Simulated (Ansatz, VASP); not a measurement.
## One calculation of SiO2, two programs

Contents of INCAR:

```
SYSTEM = SiO2
  PREC = Accurate
  ENCUT = 600
  EDIFF = 1E-7
  ISMEAR = 0
  SIGMA = 0.02
  LREAL = .False.
  LASPH = .True.
  NELM = 120
  ALGO = Normal
  ISIF = 3
  LWAVE = .False.
  LCHARG = .False.
  GGA = CA
  IBRION = 2
  NSW = 80
  EDIFFG = -0.01
  GGA_COMPAT = .False.
  NELMIN = 4
```

File KPOINTS:

```
regular mesh
0
Gamma
  8 8 8
  0 0 0
```

File POSCAR:

```
SiO2
1.0
   -2.3740500000      2.3740500000      3.7440000000
    2.3740500000     -2.3740500000      3.7440000000
    2.3740500000      2.3740500000     -3.7440000000
Si O
2 4
Direct
    0.0000000000      0.0000000000      0.0000000000
    0.7500000000      0.2500000000      0.5000000000
    0.9983800000      0.6250000000      0.8733800000
    0.3750000000      0.2483800000      0.3733800000
    0.7516200000      0.1250000000      0.1266200000
    0.8750000000      0.0016200000      0.6266200000
```

Input for Ansatz:

```yaml
crystal:
  lattice:
    - [-2.37405, 2.37405, 3.744]
    - [2.37405, -2.37405, 3.744]
    - [2.37405, 2.37405, -3.744]
  atoms:
    - { symbol: Si, position: [0.0, 0.0, 0.0] }
    - { symbol: Si, position: [0.75, 0.25, 0.5] }
    - { symbol: O, position: [0.99838, 0.625, 0.87338] }
    - { symbol: O, position: [0.375, 0.24838, 0.37338] }
    - { symbol: O, position: [0.75162, 0.125, 0.12662] }
    - { symbol: O, position: [0.875, 0.00162, 0.62662] }
basis:
  ecutwfc: 420
kpoints:
  mp_grid: { grid: [8, 8, 8] }
hamiltonian:
  xc: lda
scf:
  occupations: { method: gaussian, width: 0.02 }
output:
  forces: true
  stress: true
  eigenvalues: true
relax:
  adjacent_minimum: "off"
  f_tol: 0.01
  max_steps: 60
  cell: { stress_tol: 0.05 }
```

Alike in both runs: task relaxation of cell and atoms; functional LDA; k mesh 8 × 8 × 8; occupations gaussian, width 0.02 eV; no spin polarisation.

```csv
,VASP,Ansatz
version,VASP 6.6.1,Ansatz 0.2.0
potentials or method,"VASP PAW LDA potentials, release 64 (Si, O), cutoff 600 eV","scalar-relativistic, plane waves, PAW"
valence electrons in the cell,32,32
```

```tsv
	VASP	Ansatz	Ansatz less VASP
gap on the k mesh at the Fermi level, each at its own relaxed structure (eV)	5.76	5.77	+0.005
relaxed volume (Å³/atom)	14.74	14.73	-0.014
relaxed cell length with the largest relative difference (Å)	5.040	5.040	0.0000
```

LDA's correlation is that of Perdew and Zunger in VASP and of Perdew and Wang (1992) in Ansatz.
